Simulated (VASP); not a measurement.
A run of VASP 6.6.1 is set up as follows.

INCAR

```
PREC = Accurate ; ENCUT = 520
EDIFF = 1E-6 ; ISMEAR = 0
SIGMA = 0.15 ; LREAL = F
LASPH = T ; NELM = 100
ALGO = Fast ; ISIF = 2
LWAVE = F ; LCHARG = T
GGA = PS ; LELF = T
LVHAR = T ; NBANDS = 12
```

The input KPOINTS:

```
Automatic mesh
0
Gamma
  20 20 20
```

POSCAR

```
Au
1.0
   -1.6821280350      1.6821280350      1.7069870700
    1.6821280350     -1.6821280350      1.7069870700
    1.6821280350      1.6821280350     -1.7069870700
Au
1
Direct
    0.0000000000      0.0000000000      0.0000000000
```

Potentials or basis: VASP PAW PBE potentials, release 64 (Au).

Command:

```bash
$ cat potpaw_PBE.64/Au/POTCAR > POTCAR
$ mpirun -np 1 vasp_std > vasp.out
```

(1) Predict the pressure.

Results:

(1) -15.1 GPa.

Caveat: the cell differs from its parent crystal (strain +0.015 along x and y, +0.030 along z); the PAW data sets were made with another functional, which shifts forces and pressure a little.
